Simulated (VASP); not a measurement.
# Ti (Fm-3m) in VASP: notebook, part 2 of 2

VASP 6.6.1. The steps go on from the part before.

## (3) Single point, PBE (volume scaled by 1.03)

INCAR

```
  PREC = Accurate
  ENCUT = 520
  EDIFF = 1E-6
  ISMEAR = 0
  SIGMA = 0.1
  LREAL = False
  LASPH = True
  NELM = 80
  ALGO = Fast
  ISIF = 2
  LWAVE = False
  LCHARG = False
  GGA = PE
  NBANDS = 12
```

KPOINTS

```
regular mesh
0
Gamma
  18 18 18
```

POSCAR

```
Ti
1.0
    0.0000000000      2.0763754558      2.0763754558
    2.0763754558      0.0000000000      2.0763754558
    2.0763754558      2.0763754558      0.0000000000
Ti
1
Direct
    0.0000000000      0.0000000000      0.0000000000
```

Potentials or basis: VASP PAW PBE potentials, release 64 (Ti_sv).

Launch:

```sh
cat potpaw_PBE.64/Ti_sv/POTCAR > POTCAR
mpirun -np 1 vasp_std > vasp.out
```

OUTCAR:

```text
PREC = Accurate
   ENCUT = 520
   EDIFF = 1E-6
   ISMEAR = 0
   LREAL = False
   LASPH = True
   NELM = 80
   ISIF = 2
   GGA = PE

 ion  position               nearest neighbor table
   1  0.000  0.000  0.000-

  LATTYP: Found a face centered cubic cell.
 ALAT       =     4.1527509116

  Lattice vectors:

 A1 = (   0.0000000000,   2.0763754558,   2.0763754558)
 A2 = (   2.0763754558,   0.0000000000,   2.0763754558)
 A3 = (   2.0763754558,   2.0763754558,   0.0000000000)

Analysis of symmetry for initial positions (statically):
=====================================================================
 Subroutine PRICEL returns:
 Original cell was already a primitive cell.

 Routine SETGRP: Setting up the symmetry group for a
 face centered cubic supercell.

 Subroutine GETGRP returns: Found 48 space group operations
 (whereof 48 operations were pure point group operations)
 out of a pool of 48 trial point group operations.

The static configuration has the point symmetry O_h .

Analysis of symmetry for dynamics (positions and initial velocities):
=====================================================================
 Subroutine PRICEL returns:
 Original cell was already a primitive cell.

 Routine SETGRP: Setting up the symmetry group for a
 face centered cubic supercell.

 Subroutine GETGRP returns: Found 48 space group operations
 (whereof 48 operations were pure point group operations)
 out of a pool of 48 trial point group operations.

The dynamic configuration has the point symmetry O_h .

 Subroutine INISYM returns: Found 48 space group operations
 (whereof 48 operations are pure point group operations),
 and found     1 'primitive' translations

----------------------------------------------------------------------------------------

                                     Primitive cell

  volume of cell :      17.9039

  direct lattice vectors                    reciprocal lattice vectors
[... 114 lines left out ...]
   LEPSILON=     F    determine dielectric tensor
   LRPA    =     F    only Hartree local field effects (RPA)
 non-spin polarized calculation
 RMM-DIIS sequential band-by-band and
 Gauss-broadening in eV      SIGMA  =   0.10
  energy-cutoff  :      520.00
  volume of cell :       17.90
 maximum number of plane-waves:       531
 NGX is ok and might be reduce to    24
   NGX = 11   NGY = 11   NGZ = 11

 number of electron      11.9999997 magnetization

 Free energy of the ion-electron system (eV)
  ---------------------------------------------------
  ext. energy  EPLUGINS =         0.00000000
  ---------------------------------------------------
  free energy    TOTEN  =        -7.77646457 eV

  energy without entropy =       -7.76740147  energy(sigma->0) =       -7.77193302

 E-fermi :   7.9009     XC(G=0): -11.3569

 val. band max:        7.8945917178   @ k =  -0.4444   0.1111   0.0000
 cond. band min:       7.9028771088   @ k =   0.2778   0.0556   0.0000
 fundamental gap:      0.0082853910
 Fermi energy:         7.9009294488

 k-point     1 :       0.0000    0.0000    0.0000
  band No.  band energies     occupation
      1     -48.8637      2.00000
      2     -24.7561      2.00000
      3     -24.7561      2.00000
      4     -24.7561      2.00000
      5       1.8798      2.00000
      6       8.7554      0.00000
      7       8.7554      0.00000
      8       8.7554      0.00000
      9      10.3195      0.00000
     10      10.3195      0.00000
     11      22.9792      0.00000
     12      27.3066      0.00000
[... 331 lines left out ...]
 k-point    24 :      -0.2222    0.0556    0.0000
  band No.  band energies     occupation
      1     -48.8112      2.00000
      2     -25.0473      2.00000
      3     -24.8127      2.00000
      4     -24.7868      2.00000
      5       3.5950      2.00000
      6       7.9710      0.32153
      7       8.9784      0.00000
      8       9.0745      0.00000
      9      10.1344      0.00000
     10      10.5914      0.00000
     11      20.7958      0.00000
     12      23.5996      0.00000

 [... further k-points ...]

------------------------ aborting loop because EDIFF is reached ----------------------------------------

  FORCE on cell =-STRESS in cart. coord.  units (eV):
  Direction    XX          YY          ZZ          XY          YZ          ZX
  --------------------------------------------------------------------------------------
  -------------------------------------------------------------------------------------
  Total       -0.3711222     -0.3711222     -0.3711222      0.0000000      0.0000000      0.0000000
  in kB      -33.2108366    -33.2108366    -33.2108366      0.0000000      0.0000000      0.0000000
  external PRESSURE =     -33.2108366 kB  Pullay stress =       0.0000000 kB

 VOLUME and BASIS-vectors are now :
 -----------------------------------------------------------------------------
  energy-cutoff  :      520.00
  volume of cell :       17.90
      direct lattice vectors                 reciprocal lattice vectors
     0.000000000  2.076375456  2.076375456    -0.240804233  0.240804233  0.240804233
     2.076375456  0.000000000  2.076375456     0.240804233 -0.240804233  0.240804233
     2.076375456  2.076375456  0.000000000     0.240804233  0.240804233 -0.240804233

 POSITION                                       TOTAL-FORCE (eV/Angst)
 -----------------------------------------------------------------------------------
      0.00000      0.00000      0.00000         0.000000      0.000000      0.000000
 -----------------------------------------------------------------------------------
    total drift:                               -0.000000      0.000000     -0.000000

  FREE ENERGIE OF THE ION-ELECTRON SYSTEM (eV)
  ---------------------------------------------------
  free  energy   TOTEN  =        -7.7764645739 eV

  energy  without entropy=       -7.7674014714  energy(sigma->0) =       -7.77193302
```

It took 36 s on 1 thread of Intel Xeon Platinum 8488C (Sapphire Rapids), shared host; peak memory 0.14 GiB.

Results:

```
Free energy            : -7.7765 eV
Pressure               : -3.3 GPa
Band gap on the k mesh : zero (band 6 reaches 8.76 eV, above the bottom of band 7 at 7.48 eV)
```

Levels at points of the mesh, in eV from the Fermi level:
| k point | band 4 | band 5 | band 6 | band 7 | band 8 | band 9 |
| --- | --- | --- | --- | --- | --- | --- |
| (0.00, 0.00, 0.00) | -32.66 | -6.02 | 0.85 | 0.85 | 0.85 | 2.42 |
| (0.50, 0.00, 0.00) | -32.74 | -2.52 | 0.56 | 0.75 | 0.75 | 3.44 |
| (0.50, 0.50, 0.00) | -32.87 | -2.47 | -1.63 | 2.71 | 3.43 | 3.70 |

## (4) Single point, PBE (volume scaled by 1.06)

INCAR

```
SYSTEM = Ti
ALGO = Fast ; EDIFF = 1E-7
ENCUT = 520 ; GGA = PE
ISIF = 2 ; ISMEAR = 0
LASPH = .TRUE. ; LCHARG = .FALSE.
LREAL = .FALSE. ; LWAVE = .FALSE.
NBANDS = 12 ; NELM = 60
PREC = Accurate ; SIGMA = 0.1
```

KPOINTS

```
k-points
0
G
  18 18 18
  0 0 0
```

POSCAR

```
Ti
1.0
    0.0000000000      2.0963418293      2.0963418293
    2.0963418293      0.0000000000      2.0963418293
    2.0963418293      2.0963418293      0.0000000000
Ti
1
Direct
    0.0000000000      0.0000000000      0.0000000000
```

Launch:

```sh
cat potpaw_PBE.64/Ti_sv/POTCAR > POTCAR
mpirun -np 1 vasp_std > vasp.out
```

It took 40 s on 1 thread of Intel Xeon Platinum 8488C (Sapphire Rapids), shared host; peak memory 0.16 GiB.

It converged, with:

```
Free energy            : -7.7618 eV
Pressure               : -5.9 GPa
Band gap on the k mesh : zero (band 6 reaches 8.44 eV, above the bottom of band 7 at 7.20 eV)
```

Levels at points of the mesh, in eV from the Fermi level:
```
           k point  band 2  band 3  band 4  band 5  band 6  band 7  band 8  band 9  band 10  band 11
(0.00, 0.00, 0.00)  -32.74  -32.74  -32.74   -5.95    0.83    0.83    0.83    2.34     2.34    14.92
(0.50, 0.00, 0.00)  -33.29  -32.81  -32.81   -2.45    0.51    0.74    0.74    3.32     3.32     7.57
(0.50, 0.50, 0.00)  -33.25  -32.93  -32.93   -2.37   -1.55    2.59    3.31    3.56     3.56    11.24
```

## (5) Single point, PBE (volume scaled by 1.10)

INCAR

```
SYSTEM = Ti
PREC     = Accurate       ! precision mode
ENCUT    = 520            ! plane-wave cutoff, eV
EDIFF    = 1E-6           ! SCF threshold, eV
ISMEAR   = 0              ! smearing method
SIGMA    = 0.1            ! smearing width, eV
LREAL    = .False.        ! projectors in reciprocal space
LASPH    = .True.         ! aspherical terms in the spheres
NELM     = 100            ! most SCF steps
ALGO     = Normal         ! electronic algorithm
ISIF     = 2              ! what is computed and relaxed
LWAVE    = .False.        ! write WAVECAR
LCHARG   = .False.        ! write CHGCAR
GGA      = PE             ! functional
NBANDS   = 12             ! bands
```

KPOINTS

```
Automatic mesh
0
Gamma
  18 18 18
  0 0 0
```

POSCAR

```
Ti
1.0
    0.0000000000      2.1223860057      2.1223860057
    2.1223860057      0.0000000000      2.1223860057
    2.1223860057      2.1223860057      0.0000000000
Ti
1
Direct
    0.0000000000      0.0000000000      0.0000000000
```

Launch:

```sh
cat potpaw_PBE.64/Ti_sv/POTCAR > POTCAR
mpirun -np 1 vasp_std > vasp.out
```

Wall time 20 s (1 thread of Intel Xeon Platinum 8488C (Sapphire Rapids), shared host); peak memory 0.16 GiB.

The run converged. Its results:

```yaml
Free_energy: -7.7301 eV
Pressure: -8.8 GPa
Band_gap_on_the_k_mesh: zero (band 6 reaches 8.04 eV, above the bottom of band 7 at 6.85 eV)
```

Levels at points of the mesh, in eV from the Fermi level:
| k point | band 3 | band 4 | band 5 | band 6 | band 7 | band 8 | band 9 | band 10 |
| --- | --- | --- | --- | --- | --- | --- | --- | --- |
| (0.00, 0.00, 0.00) | -32.84 | -32.84 | -5.85 | 0.81 | 0.81 | 0.81 | 2.24 | 2.24 |
| (0.50, 0.00, 0.00) | -32.90 | -32.90 | -2.38 | 0.44 | 0.72 | 0.72 | 3.16 | 3.16 |
| (0.50, 0.50, 0.00) | -33.01 | -33.01 | -2.26 | -1.47 | 2.45 | 3.16 | 3.40 | 3.40 |

## (6) Single point, PBE (strained)

INCAR

```
SYSTEM = Ti
PREC = Accurate ; ENCUT = 520
EDIFF = 1E-7 ; ISMEAR = 0
SIGMA = 0.1 ; LREAL = .FALSE.
LASPH = .TRUE. ; NELM = 80
ALGO = Normal ; ISIF = 2
LWAVE = .FALSE. ; LCHARG = .FALSE.
GGA = PE ; NBANDS = 12
```

KPOINTS

```
regular mesh
0
G
  18 18 18
  0 0 0
```

POSCAR

```
Ti
1.0
    0.0000000000      1.9769561000      1.9769561000
    1.9769561000      0.0000000000      1.9769561000
    1.9769561000      1.9769561000      0.0000000000
Ti
1
Direct
    0.0000000000      0.0000000000      0.0000000000
```

Potentials or basis: VASP PAW PBE potentials, release 64 (Ti_sv).

Launch:

```sh
cat potpaw_PBE.64/Ti_sv/POTCAR > POTCAR
mpirun -np 1 vasp_std > vasp.out
```

OUTCAR:

```text
SYSTEM = Ti
   PREC = Accurate
   ENCUT = 520
   EDIFF = 1E-7
   ISMEAR = 0
   LREAL = .FALSE.
   LASPH = .TRUE.
   NELM = 80
   ISIF = 2
   GGA = PE

 ion  position               nearest neighbor table
   1  0.000  0.000  0.000-

  LATTYP: Found a face centered cubic cell.
 ALAT       =     3.9539122000

  Lattice vectors:

 A1 = (   0.0000000000,   1.9769561000,   1.9769561000)
 A2 = (   1.9769561000,   0.0000000000,   1.9769561000)
 A3 = (   1.9769561000,   1.9769561000,   0.0000000000)

[... 538 lines left out ...]
     12      26.3848      0.00000

 [... further k-points ...]

------------------------ aborting loop because EDIFF is reached ----------------------------------------

  FORCE on cell =-STRESS in cart. coord.  units (eV):
  Direction    XX          YY          ZZ          XY          YZ          ZX
  --------------------------------------------------------------------------------------
  -------------------------------------------------------------------------------------
  Total        1.4367014      1.4367014      1.4367014     -0.0000000      0.0000000      0.0000000
  in kB      148.9553227    148.9553227    148.9553227     -0.0000000      0.0000000      0.0000000
  external PRESSURE =     148.9553227 kB  Pullay stress =       0.0000000 kB

 VOLUME and BASIS-vectors are now :
 -----------------------------------------------------------------------------
  energy-cutoff  :      520.00
  volume of cell :       15.45
      direct lattice vectors                 reciprocal lattice vectors
     0.000000000  1.976956100  1.976956100    -0.252914063  0.252914063  0.252914063
     1.976956100  0.000000000  1.976956100     0.252914063 -0.252914063  0.252914063
     1.976956100  1.976956100  0.000000000     0.252914063  0.252914063 -0.252914063

 POSITION                                       TOTAL-FORCE (eV/Angst)
 -----------------------------------------------------------------------------------
      0.00000      0.00000      0.00000        -0.000000      0.000000      0.000000
 -----------------------------------------------------------------------------------
    total drift:                               -0.000000     -0.000000     -0.000000

  FREE ENERGIE OF THE ION-ELECTRON SYSTEM (eV)
  ---------------------------------------------------
  free  energy   TOTEN  =        -7.7005781136 eV

  energy  without entropy=       -7.6930217044  energy(sigma->0) =       -7.69679991
```

OSZICAR:

```text
N       E                     dE             d eps       ncg     rms          rms(c)
DAV:   1     0.853188058191E+02    0.85319E+02   -0.65786E+03  4692   0.124E+03
DAV:   2    -0.431383004053E+01   -0.89633E+02   -0.87041E+02  4756   0.294E+02
DAV:   3    -0.842227358464E+01   -0.41084E+01   -0.40667E+01  6392   0.643E+01
DAV:   4    -0.851509331654E+01   -0.92820E-01   -0.92712E-01  5252   0.846E+00
DAV:   5    -0.851724809698E+01   -0.21548E-02   -0.21546E-02  5636   0.113E+00    0.941E+00
DAV:   6    -0.769016599578E+01    0.82708E+00   -0.16784E+00  5128   0.199E+01    0.272E+00
DAV:   7    -0.768483257625E+01    0.53334E-02   -0.11208E-01  5708   0.409E+00    0.142E+00
DAV:   8    -0.770033605080E+01   -0.15503E-01   -0.46962E-02  4848   0.256E+00    0.160E-01
DAV:   9    -0.770050048049E+01   -0.16443E-03   -0.48457E-03  5744   0.754E-01    0.106E-01
DAV:  10    -0.770060472859E+01   -0.10425E-03   -0.31901E-04  5008   0.197E-01    0.272E-02
DAV:  11    -0.770057739658E+01    0.27332E-04   -0.31382E-05  5600   0.676E-02    0.827E-03
DAV:  12    -0.770057770100E+01   -0.30442E-06   -0.84049E-07  5196   0.114E-02    0.342E-03
DAV:  13    -0.770057813226E+01   -0.43126E-06   -0.63402E-07  5648   0.787E-03    0.157E-03
DAV:  14    -0.770057811360E+01    0.18655E-07   -0.26430E-08  2768   0.194E-03
   1 F= -.77005781E+01 E0= -.76967999E+01  d E =-.755641E-02
```

stdout:

```text
POSCAR found type information on POSCAR Ti
 POSCAR found :  1 types and       1 ions
 scaLAPACK will be used
 LDA part: xc-table for (Slater+PW92), standard interpolation
 POSCAR, INCAR and KPOINTS ok, starting setup
 FFT: planning ... GRIDC
 FFT: planning ... GRID_SOFT
 FFT: planning ... GRID
 WAVECAR not read
 entering main loop
```

Run time: 42 s. Hardware: 1 thread of AMD EPYC 7R43 (Zen 3), shared host; peak memory 0.12 GiB.

What came out:

```yaml
Free_energy: -7.7006 eV
Pressure: 14.9 GPa
Band_gap_on_the_k_mesh: zero (band 6 reaches 10.46 eV, above the bottom of band 7 at 9.00 eV)
```

Levels at points of the mesh, in eV from the Fermi level:
```tsv
k point	band 3	band 4	band 5	band 6	band 7	band 8	band 9	band 10
(0.00, 0.00, 0.00)	-32.22	-32.22	-6.36	0.94	0.94	0.94	2.85	2.85
(0.50, 0.00, 0.00)	-32.34	-32.34	-2.87	0.79	0.79	0.96	4.11	4.11
(0.50, 0.50, 0.00)	-32.56	-32.56	-3.02	-2.06	3.43	4.10	4.43	4.43
```

Caveat: the cell differs from its parent crystal (strained).

## (7) Summary

| cell | gap on the mesh (eV) | pressure (GPa) |
| --- | --- | --- |
| a = 2.878 Å, angles 60.0°, 1 atom | none | 3.1 |
| a = 2.936 Å, angles 60.0°, 1 atom | none | -3.3 |
| a = 2.965 Å, angles 60.0°, 1 atom | none | -5.9 |
| a = 3.002 Å, angles 60.0°, 1 atom | none | -8.8 |
| a = 2.796 Å, angles 60.0°, 1 atom | none | 14.9 |

Alike in all rows: task single point; level PBE; potentials or basis VASP PAW PBE potentials, release 64 (Ti_sv); no spin polarisation; k mesh 18 × 18 × 18; cutoff (eV) 520; smearing gaussian 0.1 eV.

Absolute energies hang on the potentials; compare differences alone.
